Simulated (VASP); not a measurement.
# NaCl (Pm-3m) in VASP: a series of runs

The runs below take NaCl through single point, with r2SCAN.

Everything below comes from runs of VASP 6.6.1. Logs are shortened: lines on timing, memory, paths and dates and some standing lists are left out, and cuts for length are marked.

**1. The cell of the first run**

The structure is cubic, space group Pm-3m (No. 221). Conventional cell: a = 3.460 Å, b = 3.460 Å, c = 3.460 Å, α = 90.00°, β = 90.00°, γ = 90.00°. Na (site symmetry m-3m) has 8 Cl at 3.00 Å and 6 Na at 3.46 Å within 3.9 Å. Cl (site symmetry m-3m) has 8 Na at 3.00 Å and 6 Cl at 3.46 Å within 3.9 Å.

**2. Single point, r2SCAN**

File POSCAR:

```
NaCl
1.0
    3.4595458649      0.0000000000      0.0000000000
    0.0000000000      3.4595458649      0.0000000000
    0.0000000000      0.0000000000      3.4595458649
Na Cl
1 1
Direct
    0.0000000000      0.0000000000      0.0000000000
    0.5000000000      0.5000000000      0.5000000000
```

File INCAR.step1:

```
PREC     = Accurate       # precision mode
ENCUT    = 520            # plane-wave cutoff, eV
ISMEAR   = 0              # smearing method
SIGMA    = 0.01           # smearing width, eV
LREAL    = False          # projectors in reciprocal space
LASPH    = True           # aspherical terms in the spheres
NELM     = 100            # most SCF steps
NBANDS   = 14             # bands
GGA      = PE             # functional
ALGO     = Normal         # electronic algorithm
EDIFF    = 1E-4           # SCF threshold, eV
LWAVE    = True           # write WAVECAR
LCHARG   = False          # write CHGCAR
```

File INCAR.step2:

```
PREC     = Accurate       # precision mode
ENCUT    = 520            # plane-wave cutoff, eV
EDIFF    = 1E-6           # SCF threshold, eV
ISMEAR   = 0              # smearing method
SIGMA    = 0.01           # smearing width, eV
LREAL    = False          # projectors in reciprocal space
LASPH    = True           # aspherical terms in the spheres
NELM     = 100            # most SCF steps
ALGO     = Normal         # electronic algorithm
ISIF     = 2              # what is computed and relaxed
LWAVE    = False          # write WAVECAR
LCHARG   = False          # write CHGCAR
METAGGA  = R2SCAN         # meta-GGA
LMIXTAU  = True         
NBANDS   = 14             # bands
ISTART   = 1
```

File KPOINTS:

```
regular mesh
0
Gamma
  6 6 6
```

Potentials or basis: VASP PAW PBE potentials, release 64 (Na_pv, Cl).

The run is started by

```sh
$ cat potpaw_PBE.64/Na_pv/POTCAR potpaw_PBE.64/Cl/POTCAR > POTCAR
$ cp INCAR.step1 INCAR
$ mpirun -np 1 vasp_std > vasp.out
$ cp INCAR.step2 INCAR
$ mpirun -np 1 vasp_std > vasp.out
```

OUTCAR:

```text
PREC = Accurate
   ENCUT = 520
   EDIFF = 1E-6
   ISMEAR = 0
   LREAL = False
   LASPH = True
   NELM = 100
   ISIF = 2
   METAGGA = R2SCAN
   ISTART = 1

 ion  position               nearest neighbor table
   1  0.000  0.000  0.000-
   2  0.500  0.500  0.500-

  LATTYP: Found a simple cubic cell.
 ALAT       =     3.4595458649

  Lattice vectors:

 A1 = (   3.4595458649,   0.0000000000,   0.0000000000)
 A2 = (   0.0000000000,   3.4595458649,   0.0000000000)
 A3 = (   0.0000000000,   0.0000000000,   3.4595458649)

Analysis of symmetry for initial positions (statically):
=====================================================================
 Subroutine PRICEL returns:
 Original cell was already a primitive cell.

 Routine SETGRP: Setting up the symmetry group for a
 simple cubic supercell.

 Subroutine GETGRP returns: Found 48 space group operations
 (whereof 48 operations were pure point group operations)
 out of a pool of 48 trial point group operations.

The static configuration has the point symmetry O_h .

Analysis of symmetry for dynamics (positions and initial velocities):
=====================================================================
 Subroutine PRICEL returns:
 Original cell was already a primitive cell.

 Routine SETGRP: Setting up the symmetry group for a
 simple cubic supercell.

 Subroutine GETGRP returns: Found 48 space group operations
 (whereof 48 operations were pure point group operations)
 out of a pool of 48 trial point group operations.

The dynamic configuration has the point symmetry O_h .

 Subroutine INISYM returns: Found 48 space group operations
 (whereof 48 operations are pure point group operations),
 and found     1 'primitive' translations

----------------------------------------------------------------------------------------

                                     Primitive cell

  volume of cell :      41.4054

  direct lattice vectors                    reciprocal lattice vectors
     3.459545865  0.000000000  0.000000000     0.289055280  0.000000000  0.000000000
     0.000000000  3.459545865  0.000000000     0.000000000  0.289055280  0.000000000
     0.000000000  0.000000000  3.459545865     0.000000000  0.000000000  0.289055280

  length of vectors
     3.459545865  3.459545865  3.459545865     0.289055280  0.289055280  0.289055280

[... 82 lines left out ...]
   ISYM   =      2    0-nonsym 1-usesym 2-fastsym
   POTIM  = 0.5000    time-step for ionic-motion
   TEBEG  =    0.0;   TEEND  =   0.0 temperature during run
   PSTRESS=    0.0 pullay stress
   NELECT =      14.0000    total number of electrons
   NUPDOWN=      -1.0000    fix difference up-down
   EMIN   =  10.00;   EMAX   =-10.00  energy-range for DOS
   EFERMI =   0.00;   METHOD = LEGACY
   ISMEAR =     0;   SIGMA  =   0.01  broadening in eV -4-tet -1-fermi 0-gaus
   EFERMI_NEDOS =   21; number of points for ismear=-14 and -15
   IALGO  =     38    algorithm
   IMIX   =      4    mixing-type and parameters
     AMIX     =   0.40;   BMIX     =  1.00
     AMIX_MAG =   1.60;   BMIX_MAG =  1.00
  volume/ion in A,a.u.               =      20.70       139.71
  Fermi-wavevector in a.u.,A,eV,Ry     =   1.140508  2.155248 17.697900  1.300759
  Thomas-Fermi vector in A             =   2.277210
   LORBIT       =      0    0 simple, 1 ext, 2 COOP (PROOUT), +10 PAW based schemes
   METAGGA = R2SCAN    functional components
   LHFCALC =     F    Hartree Fock is set to
   AEXX    =    0.0000 exact exchange contribution
   IVDW    =     0    specifies the selected vdW correction
   LEPSILON=     F    determine dielectric tensor
   LRPA    =     F    only Hartree local field effects (RPA)
 non-spin polarized calculation
 Gauss-broadening in eV      SIGMA  =   0.01
  energy-cutoff  :      520.00
  volume of cell :       41.41
 maximum number of plane-waves:      1141
 NGX is ok and might be reduce to    28
   NGX = 13   NGY = 13   NGZ = 13

 number of electron      13.9999999 magnetization

 Free energy of the ion-electron system (eV)
  ---------------------------------------------------
  ext. energy  EPLUGINS =         0.00000000
  ---------------------------------------------------
  free energy    TOTEN  =       -13.46547833 eV

  energy without entropy =      -13.46547833  energy(sigma->0) =      -13.46547833

 E-fermi :   0.3741     XC(G=0):  -9.0754

 val. band max:        0.2978614415   @ k =   0.5000   0.5000   0.0000
 cond. band min:       5.2484070502   @ k =   0.0000   0.0000   0.0000
 fundamental gap:      4.9505456087
 Fermi energy:         0.3741408045

 k-point     1 :       0.0000    0.0000    0.0000
  band No.  band energies     occupation
      1     -22.4989      2.00000
      2     -22.4989      2.00000
      3     -22.4989      2.00000
      4     -13.7978      2.00000
      5      -0.2383      2.00000
      6      -0.2383      2.00000
      7      -0.2383      2.00000
      8       5.2484      0.00000
      9       9.4371      0.00000
     10       9.4371      0.00000
     11      17.0980      0.00000
     12      17.0980      0.00000
     13      17.0980      0.00000
     14      17.6148      0.00000
[... 309 lines left out ...]
      1     -22.5266      2.00000
      2     -22.5266      2.00000
      3     -22.5266      2.00000
      4     -12.7822      2.00000
      5      -1.7171      2.00000
      6      -1.7171      2.00000
      7      -1.7171      2.00000
      8       8.0494      0.00000
      9       8.0494      0.00000
     10       8.0494      0.00000
     11      13.5820      0.00000
     12      17.6452      0.00000
     13      17.6452      0.00000
     14      17.6452      0.00000

------------------------ aborting loop because EDIFF is reached ----------------------------------------

  FORCE on cell =-STRESS in cart. coord.  units (eV):
  Direction    XX          YY          ZZ          XY          YZ          ZX
  --------------------------------------------------------------------------------------
  -------------------------------------------------------------------------------------
  Total       -0.0693165     -0.0693165     -0.0693165     -0.0000000      0.0000000     -0.0000000
  in kB       -2.6821919     -2.6821919     -2.6821919     -0.0000000      0.0000000     -0.0000000
  external PRESSURE =      -2.6821919 kB  Pullay stress =       0.0000000 kB

 VOLUME and BASIS-vectors are now :
 -----------------------------------------------------------------------------
  energy-cutoff  :      520.00
  volume of cell :       41.41
      direct lattice vectors                 reciprocal lattice vectors
     3.459545865  0.000000000  0.000000000     0.289055280  0.000000000  0.000000000
     0.000000000  3.459545865  0.000000000     0.000000000  0.289055280  0.000000000
     0.000000000  0.000000000  3.459545865     0.000000000  0.000000000  0.289055280

 POSITION                                       TOTAL-FORCE (eV/Angst)
 -----------------------------------------------------------------------------------
      0.00000      0.00000      0.00000         0.000000      0.000000      0.000000
      1.72977      1.72977      1.72977         0.000000      0.000000      0.000000
 -----------------------------------------------------------------------------------
    total drift:                               -0.000000      0.000000      0.000000

  FREE ENERGIE OF THE ION-ELECTRON SYSTEM (eV)
  ---------------------------------------------------
  free  energy   TOTEN  =       -13.4654783276 eV

  energy  without entropy=      -13.4654783276  energy(sigma->0) =      -13.46547833
```

OSZICAR.step1:

```text
N       E                     dE             d eps       ncg     rms          rms(c)
DAV:   1     0.991210879053E+02    0.99121E+02   -0.70674E+03   560   0.108E+03
DAV:   2     0.110429649082E+01   -0.98017E+02   -0.88481E+02   644   0.271E+02
DAV:   3    -0.659245646264E+01   -0.76968E+01   -0.76517E+01   668   0.709E+01
DAV:   4    -0.670796076842E+01   -0.11550E+00   -0.11545E+00   674   0.927E+00
DAV:   5    -0.671048096118E+01   -0.25202E-02   -0.25201E-02   716   0.139E+00    0.234E+00
DAV:   6    -0.649156870291E+01    0.21891E+00   -0.29392E-01   702   0.342E+00    0.167E+00
DAV:   7    -0.646246201873E+01    0.29107E-01   -0.90703E-02   768   0.183E+00    0.115E+00
DAV:   8    -0.646260394202E+01   -0.14192E-03   -0.10624E-02   596   0.940E-01    0.429E-01
DAV:   9    -0.646236794525E+01    0.23600E-03   -0.46200E-04   704   0.162E-01    0.191E-01
DAV:  10    -0.646243575375E+01   -0.67809E-04   -0.22073E-04   602   0.113E-01
   1 F= -.64624358E+01 E0= -.64624358E+01  d E =-.170984E-16
```

It took 59 s on 1 thread of Intel Xeon Platinum 8259CL at 2.50GHz (Skylake/Cascade Lake), shared host; peak memory 0.15 GiB.

What came out:

```
Free energy            : -13.4655 eV
Pressure               : -0.3 GPa
Band gap on the k mesh : 4.95 eV, indirect (least direct gap 5.49 eV)
```

Caveat: the PAW data sets were made with another functional, which shifts forces and pressure a little. A k mesh can miss the band edges.

**3. Single point, r2SCAN**

POSCAR is that of step 2.

File INCAR.step1:

```
SYSTEM = NaCl
PREC     = Accurate       ! precision mode
ENCUT    = 520            ! plane-wave cutoff, eV
ISMEAR   = 0              ! smearing method
SIGMA    = 0.01           ! smearing width, eV
LREAL    = .FALSE.        ! projectors in reciprocal space
LASPH    = .TRUE.         ! aspherical terms in the spheres
NELM     = 100            ! most SCF steps
NBANDS   = 14             ! bands
GGA      = PE             ! functional
ALGO     = Normal         ! electronic algorithm
EDIFF    = 1E-4           ! SCF threshold, eV
LWAVE    = .TRUE.         ! write WAVECAR
LCHARG   = .FALSE.        ! write CHGCAR
```

File INCAR.step2:

```
SYSTEM = NaCl
PREC     = Accurate       ! precision mode
ENCUT    = 520            ! plane-wave cutoff, eV
EDIFF    = 1E-6           ! SCF threshold, eV
ISMEAR   = 0              ! smearing method
SIGMA    = 0.01           ! smearing width, eV
LREAL    = .FALSE.        ! projectors in reciprocal space
LASPH    = .TRUE.         ! aspherical terms in the spheres
NELM     = 100            ! most SCF steps
ALGO     = Normal         ! electronic algorithm
ISIF     = 2              ! what is computed and relaxed
LWAVE    = .FALSE.        ! write WAVECAR
LCHARG   = .FALSE.        ! write CHGCAR
METAGGA  = R2SCAN         ! meta-GGA
LMIXTAU  = .TRUE.       
NBANDS   = 14             ! bands
ISTART   = 1
```

File KPOINTS:

```
Automatic mesh
0
G
  6 6 6
  0 0 0
```

Potentials or basis: VASP PAW PBE potentials, release 64 (Na_pv, Cl).

The run is started by

```sh
$ cat potpaw_PBE.64/Na_pv/POTCAR potpaw_PBE.64/Cl/POTCAR > POTCAR
$ cp INCAR.step1 INCAR
$ mpirun -np 1 vasp_std > vasp.out
$ cp INCAR.step2 INCAR
$ mpirun -np 1 vasp_std > vasp.out
```

OUTCAR:

```text
SYSTEM = NaCl
   PREC = Accurate
   ENCUT = 520
   EDIFF = 1E-6
   ISMEAR = 0
   LREAL = .FALSE.
   LASPH = .TRUE.
   NELM = 100
   ISIF = 2
   METAGGA = R2SCAN
   ISTART = 1

 ion  position               nearest neighbor table
   1  0.000  0.000  0.000-
   2  0.500  0.500  0.500-

  LATTYP: Found a simple cubic cell.
 ALAT       =     3.4595458649

  Lattice vectors:

 A1 = (   3.4595458649,   0.0000000000,   0.0000000000)
 A2 = (   0.0000000000,   3.4595458649,   0.0000000000)
 A3 = (   0.0000000000,   0.0000000000,   3.4595458649)

Analysis of symmetry for initial positions (statically):
=====================================================================
 Subroutine PRICEL returns:
 Original cell was already a primitive cell.

 Routine SETGRP: Setting up the symmetry group for a
 simple cubic supercell.

 Subroutine GETGRP returns: Found 48 space group operations
 (whereof 48 operations were pure point group operations)
 out of a pool of 48 trial point group operations.

The static configuration has the point symmetry O_h .

Analysis of symmetry for dynamics (positions and initial velocities):
[... 166 lines left out ...]
      3     -22.4989      2.00000
      4     -13.7978      2.00000
      5      -0.2383      2.00000
      6      -0.2383      2.00000
      7      -0.2383      2.00000
      8       5.2484      0.00000
      9       9.4371      0.00000
     10       9.4371      0.00000
     11      17.0980      0.00000
     12      17.0980      0.00000
     13      17.0980      0.00000
     14      17.6148      0.00000
[... 309 lines left out ...]
      1     -22.5266      2.00000
      2     -22.5266      2.00000
      3     -22.5266      2.00000
      4     -12.7822      2.00000
      5      -1.7171      2.00000
      6      -1.7171      2.00000
      7      -1.7171      2.00000
      8       8.0494      0.00000
      9       8.0494      0.00000
     10       8.0494      0.00000
     11      13.5820      0.00000
     12      17.6452      0.00000
     13      17.6452      0.00000
     14      17.6452      0.00000

------------------------ aborting loop because EDIFF is reached ----------------------------------------

  FORCE on cell =-STRESS in cart. coord.  units (eV):
  Direction    XX          YY          ZZ          XY          YZ          ZX
  --------------------------------------------------------------------------------------
  -------------------------------------------------------------------------------------
  Total       -0.0693165     -0.0693165     -0.0693165     -0.0000000      0.0000000     -0.0000000
  in kB       -2.6821919     -2.6821919     -2.6821919     -0.0000000      0.0000000     -0.0000000
  external PRESSURE =      -2.6821919 kB  Pullay stress =       0.0000000 kB

 VOLUME and BASIS-vectors are now :
 -----------------------------------------------------------------------------
  energy-cutoff  :      520.00
  volume of cell :       41.41
      direct lattice vectors                 reciprocal lattice vectors
     3.459545865  0.000000000  0.000000000     0.289055280  0.000000000  0.000000000
     0.000000000  3.459545865  0.000000000     0.000000000  0.289055280  0.000000000
     0.000000000  0.000000000  3.459545865     0.000000000  0.000000000  0.289055280

 POSITION                                       TOTAL-FORCE (eV/Angst)
 -----------------------------------------------------------------------------------
      0.00000      0.00000      0.00000         0.000000      0.000000      0.000000
      1.72977      1.72977      1.72977         0.000000      0.000000      0.000000
 -----------------------------------------------------------------------------------
    total drift:                               -0.000000      0.000000      0.000000

  FREE ENERGIE OF THE ION-ELECTRON SYSTEM (eV)
  ---------------------------------------------------
  free  energy   TOTEN  =       -13.4654783276 eV

  energy  without entropy=      -13.4654783276  energy(sigma->0) =      -13.46547833
```

Wall time 54 s (1 thread of Intel Xeon Platinum 8259CL at 2.50GHz (Skylake/Cascade Lake), shared host); peak memory 0.16 GiB.

Results:

```
Free energy            : -13.4655 eV
Pressure               : -0.3 GPa
Band gap on the k mesh : 4.95 eV, indirect (least direct gap 5.49 eV)
```

Levels at points of the mesh, in eV from the valence-band top:
```tsv
k point	band 5	band 6	band 7	band 8	band 9	band 10
(0.00, 0.00, 0.00)	-0.54	-0.54	-0.54	4.95	9.14	9.14
(0.50, 0.00, 0.00)	-3.13	-0.29	-0.29	7.82	9.79	11.24
(0.50, 0.50, 0.00)	-2.44	-2.44	0.00	6.24	10.73	12.20
(0.50, 0.50, 0.50)	-2.02	-2.02	-2.02	7.75	7.75	7.75
```

Caveat: the PAW data sets were made with another functional, which shifts forces and pressure a little. A k mesh can miss the band edges.

**4. Single point, r2SCAN**

POSCAR is that of step 3.

File INCAR.step1:

```
PREC = Accurate ; ENCUT = 520
ISMEAR = 1 ; SIGMA = 0.2
LREAL = F ; LASPH = T
NELM = 80 ; NBANDS = 14
GGA = PE ; ALGO = Normal
EDIFF = 1E-4 ; LWAVE = T
LCHARG = F
```

File INCAR.step2:

```
PREC = Accurate ; ENCUT = 520
EDIFF = 1E-7 ; ISMEAR = 1
SIGMA = 0.2 ; LREAL = F
LASPH = T ; NELM = 80
ALGO = Normal ; ISIF = 2
LWAVE = F ; LCHARG = T
METAGGA = R2SCAN ; LMIXTAU = T
LELF = T ; LVHAR = T
NBANDS = 14 ; ISTART = 1
```

File KPOINTS:

```
Automatic mesh
0
Gamma
  6 6 6
```

The run is started by

```sh
$ cat potpaw_PBE.64/Na_pv/POTCAR potpaw_PBE.64/Cl/POTCAR > POTCAR
$ cp INCAR.step1 INCAR
$ mpirun -np 1 vasp_std > vasp.out
$ cp INCAR.step2 INCAR
$ mpirun -np 1 vasp_std > vasp.out
```

It took 63 s on 1 thread of Intel Xeon Platinum 8259CL at 2.50GHz (Skylake/Cascade Lake), shared host; peak memory 0.16 GiB.

The run converged. Its results:

| Item | Value |
| --- | --- |
| Free energy | -13.4638 eV |
| Pressure | -0.3 GPa |
| Band gap on the k mesh | 4.95 eV, indirect (least direct gap 5.49 eV) |

Levels at points of the mesh, in eV from the valence-band top:
```tsv
k point	band 4	band 5	band 6	band 7	band 8	band 9	band 10	band 11
(0.00, 0.00, 0.00)	-14.10	-0.54	-0.54	-0.54	4.95	9.14	9.14	16.80
(0.50, 0.00, 0.00)	-13.69	-3.13	-0.29	-0.29	7.82	9.79	11.25	12.73
(0.50, 0.50, 0.00)	-13.39	-2.44	-2.44	0.00	6.24	10.73	12.20	12.20
(0.50, 0.50, 0.50)	-13.08	-2.01	-2.01	-2.01	7.75	7.75	7.75	13.29
```

Caveat: the PAW data sets were made with another functional, which shifts forces and pressure a little.
